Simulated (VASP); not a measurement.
# Si (Fd-3m) in VASP: further runs, part 2 of 3

VASP 6.6.1. Earlier steps stand in the parts before.

## (3) Single point, PBE

This run uses another cell than the first one, of 20.18 Å³/atom, 1.031 times its volume.

Input file INCAR:

```
PREC = Accurate
ENCUT = 500
EDIFF = 1E-6
ISMEAR = 0
SIGMA = 0.01
LREAL = F
LASPH = T
NELM = 120
ALGO = Normal
ISIF = 2
LWAVE = F
LCHARG = F
GGA = PE
NBANDS = 11
GGA_COMPAT = F
```

Input file KPOINTS:

```
regular mesh
0
Gamma
  6 6 6
```

Input file POSCAR:

```
Si
1.0
    0.0000000000      2.7225752157      2.7225752157
    2.7225752157      0.0000000000      2.7225752157
    2.7225752157      2.7225752157      0.0000000000
Si
2
Direct
    0.7500000000      0.7500000000      0.7500000000
    0.5000000000      0.5000000000      0.5000000000
```

Potentials or basis: VASP PAW PBE potentials, release 64 (Si).

Started as:

```
cat potpaw_PBE.64/Si/POTCAR > POTCAR
mpirun -np 1 vasp_std > vasp.out
```

OUTCAR:

```text
PREC = Accurate
   ENCUT = 500
   EDIFF = 1E-6
   ISMEAR = 0
   LREAL = F
   LASPH = T
   NELM = 120
   ISIF = 2
   GGA = PE

 ion  position               nearest neighbor table
   1  0.750  0.750  0.750-   2 2.36   2 2.36   2 2.36   2 2.36
   2  0.500  0.500  0.500-   1 2.36   1 2.36   1 2.36   1 2.36

  LATTYP: Found a face centered cubic cell.
 ALAT       =     5.4451504314

  Lattice vectors:

 A1 = (   0.0000000000,   2.7225752157,   2.7225752157)
 A2 = (   2.7225752157,   0.0000000000,   2.7225752157)
 A3 = (   2.7225752157,   2.7225752157,   0.0000000000)

Analysis of symmetry for initial positions (statically):
=====================================================================
 Subroutine PRICEL returns:
 Original cell was already a primitive cell.

 Routine SETGRP: Setting up the symmetry group for a
 face centered cubic supercell.

 Subroutine GETGRP returns: Found 48 space group operations
 (whereof 24 operations were pure point group operations)
 out of a pool of 48 trial point group operations.

The static configuration has the point symmetry T_d .
 The point group associated with its full space group is O_h .

Analysis of symmetry for dynamics (positions and initial velocities):
=====================================================================
 Subroutine PRICEL returns:
 Original cell was already a primitive cell.

 Routine SETGRP: Setting up the symmetry group for a
 face centered cubic supercell.

 Subroutine GETGRP returns: Found 48 space group operations
 (whereof 24 operations were pure point group operations)
 out of a pool of 48 trial point group operations.

The dynamic configuration has the point symmetry T_d .
 The point group associated with its full space group is O_h .

 Subroutine INISYM returns: Found 48 space group operations
 (whereof 24 operations are pure point group operations),
 and found     1 'primitive' translations

----------------------------------------------------------------------------------------

                                     Primitive cell

  volume of cell :      40.3617

  direct lattice vectors                    reciprocal lattice vectors
     0.000000000  2.722575216  2.722575216    -0.183649655  0.183649655  0.183649655
     2.722575216  0.000000000  2.722575216     0.183649655 -0.183649655  0.183649655
     2.722575216  2.722575216  0.000000000     0.183649655  0.183649655 -0.183649655

  length of vectors
     3.850302795  3.850302795  3.850302795     0.318090534  0.318090534  0.318090534

  position of ions in fractional coordinates (direct lattice)
     0.750000000  0.750000000  0.750000000
     0.500000000  0.500000000  0.500000000

  ion indices of the primitive-cell ions
   primitive index   ion index
                 1           1
                 2           2

----------------------------------------------------------------------------------------

 KPOINTS: regular mesh

Automatic generation of k-mesh.
 Grid dimensions read from file:
 generate k-points for:    6    6    6

 Generating k-lattice:

  Cartesian coordinates                     Fractional coordinates (reciprocal lattice)
    -0.030608276  0.030608276  0.030608276     0.166666667  0.000000000  0.000000000
     0.030608276 -0.030608276  0.030608276     0.000000000  0.166666667  0.000000000
     0.030608276  0.030608276 -0.030608276     0.000000000  0.000000000  0.166666667
[... 31 lines left out ...]
   number of dos      NEDOS =    301   number of ions     NIONS =      2
   total plane-waves  NPLWV =  21952
   dimension x,y,z NGX =    28 NGY =   28 NGZ =   28
   dimension x,y,z NGXF=    56 NGYF=   56 NGZF=   56
   ions per type =               2
   NGX,Y,Z   is equivalent  to a cutoff of  12.09, 12.09, 12.09 a.u.
   NGXF,Y,Z  is equivalent  to a cutoff of  24.18, 24.18, 24.18 a.u.
 SYSTEM =  unknown system
   PREC   = accura    normal or accurate (medium, high low for compatibility)
   ISTART =      0    job   : 0-new  1-cont  2-samecut
   ICHARG =      2    charge: 1-file 2-atom 10-const
   ISPIN  =      1    spin polarized calculation?
   LNONCOLLINEAR =      F non collinear calculations
   LSORBIT =      F    spin-orbit coupling
   LASPH  =      T    aspherical Exc in radial PAW
   ENCUT  =  500.0 eV  36.75 Ry    6.06 a.u.   7.02  7.02  7.02*2*pi/ulx,y,z
   NELM   =    120;   NELMIN=  2; NELMDL= -5     # of ELM steps
   EDIFF  = 0.1E-05   stopping-criterion for ELM
   LREAL  =      F    real-space projection
   EDIFFG = 0.1E-04   stopping-criterion for IOM
   NSW    =      0    number of steps for IOM
   IBRION =     -1    ionic relax: 0-MD 1-quasi-New 2-CG
   NFREE  =      0    steps in history (QN), initial steepest desc. (CG)
   ISIF   =      2    stress and relaxation
   ISYM   =      2    0-nonsym 1-usesym 2-fastsym
   POTIM  = 0.5000    time-step for ionic-motion
   TEBEG  =    0.0;   TEEND  =   0.0 temperature during run
   PSTRESS=    0.0 pullay stress
   NELECT =       8.0000    total number of electrons
   NUPDOWN=      -1.0000    fix difference up-down
   EMIN   =  10.00;   EMAX   =-10.00  energy-range for DOS
   EFERMI =   0.00;   METHOD = LEGACY
   ISMEAR =     0;   SIGMA  =   0.01  broadening in eV -4-tet -1-fermi 0-gaus
   EFERMI_NEDOS =   21; number of points for ismear=-14 and -15
   IALGO  =     38    algorithm
   IMIX   =      4    mixing-type and parameters
     AMIX     =   0.40;   BMIX     =  1.00
     AMIX_MAG =   1.60;   BMIX_MAG =  1.00
  volume/ion in A,a.u.               =      20.18       136.19
  Fermi-wavevector in a.u.,A,eV,Ry     =   0.954512  1.803767 12.396187  0.911094
  Thomas-Fermi vector in A             =   2.083266
   LORBIT       =      0    0 simple, 1 ext, 2 COOP (PROOUT), +10 PAW based schemes
   GGA     = PE    functional components
   LHFCALC =     F    Hartree Fock is set to
   AEXX    =    0.0000 exact exchange contribution
   IVDW    =     0    specifies the selected vdW correction
   LEPSILON=     F    determine dielectric tensor
   LRPA    =     F    only Hartree local field effects (RPA)
 non-spin polarized calculation
 Gauss-broadening in eV      SIGMA  =   0.01
  energy-cutoff  :      500.00
  volume of cell :       40.36
 maximum number of plane-waves:      1034
   NGX = 13   NGY = 13   NGZ = 13

 number of electron       8.0000000 magnetization

 Free energy of the ion-electron system (eV)
  ---------------------------------------------------
  ext. energy  EPLUGINS =         0.00000000
  ---------------------------------------------------
  free energy    TOTEN  =       -10.82417986 eV

  energy without entropy =      -10.82417986  energy(sigma->0) =      -10.82417986

 E-fermi :   5.8314     XC(G=0):  -9.3733

 val. band max:        5.7533873774   @ k =   0.0000   0.0000   0.0000
 cond. band min:       6.4766381456   @ k =   0.5000   0.5000   0.0000
 fundamental gap:      0.7232507681
 Fermi energy:         5.8314322148

 k-point     1 :       0.0000    0.0000    0.0000
  band No.  band energies     occupation
      1      -6.1509      2.00000
      2       5.7534      2.00000
      3       5.7534      2.00000
      4       5.7534      2.00000
      5       8.3126      0.00000
      6       8.3126      0.00000
      7       8.3126      0.00000
      8       9.0360      0.00000
      9      13.4654      0.00000
     10      13.4654      0.00000
     11      13.6808      0.00000
[... 197 lines left out ...]
 k-point    16 :      -0.3333    0.5000    0.1667
  band No.  band energies     occupation
      1      -1.9175      2.00000
      2      -1.9175      2.00000
      3       2.1410      2.00000
      4       2.1410      2.00000
      5       8.5013      0.00000
      6       8.5013      0.00000
      7      12.4873      0.00000
      8      12.4873      0.00000
      9      16.2797      0.00000
     10      16.2797      0.00000
     11      18.6475      0.00000

------------------------ aborting loop because EDIFF is reached ----------------------------------------

  FORCE on cell =-STRESS in cart. coord.  units (eV):
  Direction    XX          YY          ZZ          XY          YZ          ZX
  --------------------------------------------------------------------------------------
  -------------------------------------------------------------------------------------
  Total        0.3154229      0.3154229      0.3154229      0.0000000     -0.0000000     -0.0000000
  in kB       12.5208585     12.5208585     12.5208585      0.0000000     -0.0000000     -0.0000000
  external PRESSURE =      12.5208585 kB  Pullay stress =       0.0000000 kB

 VOLUME and BASIS-vectors are now :
 -----------------------------------------------------------------------------
  energy-cutoff  :      500.00
  volume of cell :       40.36
      direct lattice vectors                 reciprocal lattice vectors
     0.000000000  2.722575216  2.722575216    -0.183649655  0.183649655  0.183649655
     2.722575216  0.000000000  2.722575216     0.183649655 -0.183649655  0.183649655
     2.722575216  2.722575216  0.000000000     0.183649655  0.183649655 -0.183649655

 POSITION                                       TOTAL-FORCE (eV/Angst)
 -----------------------------------------------------------------------------------
      4.08386      4.08386      4.08386         0.000000      0.000000      0.000000
      2.72258      2.72258      2.72258        -0.000000     -0.000000     -0.000000
 -----------------------------------------------------------------------------------
    total drift:                                0.000000      0.000000     -0.000000

  FREE ENERGIE OF THE ION-ELECTRON SYSTEM (eV)
  ---------------------------------------------------
  free  energy   TOTEN  =       -10.8241798593 eV

  energy  without entropy=      -10.8241798593  energy(sigma->0) =      -10.82417986
```

OSZICAR:

```text
N       E                     dE             d eps       ncg     rms          rms(c)
DAV:   1     0.831626189475E+01    0.83163E+01   -0.31155E+03   352   0.561E+02
DAV:   2    -0.104366047064E+02   -0.18753E+02   -0.17834E+02   494   0.868E+01
DAV:   3    -0.109988978147E+02   -0.56229E+00   -0.56120E+00   432   0.129E+01
DAV:   4    -0.110035702042E+02   -0.46724E-02   -0.46717E-02   422   0.152E+00
DAV:   5    -0.110036163396E+02   -0.46135E-04   -0.46135E-04   470   0.137E-01    0.485E+00
DAV:   6    -0.108795542590E+02    0.12406E+00   -0.69587E-02   391   0.109E+00    0.296E+00
DAV:   7    -0.108225859083E+02    0.56968E-01   -0.13544E-01   418   0.163E+00    0.179E-01
DAV:   8    -0.108239342070E+02   -0.13483E-02   -0.60377E-03   394   0.418E-01    0.812E-02
DAV:   9    -0.108241529880E+02   -0.21878E-03   -0.20805E-04   442   0.877E-02    0.591E-02
DAV:  10    -0.108241791354E+02   -0.26147E-04   -0.22500E-05   405   0.273E-02    0.538E-03
DAV:  11    -0.108241798593E+02   -0.72388E-06   -0.21575E-06   434   0.766E-03
   1 F= -.10824180E+02 E0= -.10824180E+02  d E =-.276182E-30
```

stdout:

```text
POSCAR found type information on POSCAR Si
 POSCAR found :  1 types and       2 ions
 scaLAPACK will be used
 LDA part: xc-table for (Slater+PW92), standard interpolation
 POSCAR, INCAR and KPOINTS ok, starting setup
 FFT: planning ... GRIDC
 FFT: planning ... GRID_SOFT
 FFT: planning ... GRID
 WAVECAR not read
 entering main loop
```

Wall time 7 s (1 thread of Intel Xeon Platinum 8375C at 2.90GHz (Ice Lake), shared host); peak memory 0.14 GiB.

What came out:

* Free energy: -10.8242 eV
* Pressure: 1.3 GPa
* Band gap on the k mesh: 0.72 eV, indirect (least direct gap 2.56 eV)

Levels at points of the mesh, in eV from the valence-band top:
| k point | band 2 | band 3 | band 4 | band 5 | band 6 | band 7 |
| --- | --- | --- | --- | --- | --- | --- |
| (0.00, 0.00, 0.00) | 0.00 | 0.00 | 0.00 | 2.56 | 2.56 | 2.56 |
| (0.50, 0.00, 0.00) | -6.93 | -1.19 | -1.19 | 1.51 | 3.34 | 3.34 |
| (0.50, 0.50, 0.00) | -7.79 | -2.83 | -2.83 | 0.72 | 0.72 | 10.05 |

A k mesh can miss the band edges. Expect the measured gap to be larger: semilocal functionals such as PBE lack the derivative discontinuity.

(Continued in part 3 of 3.)
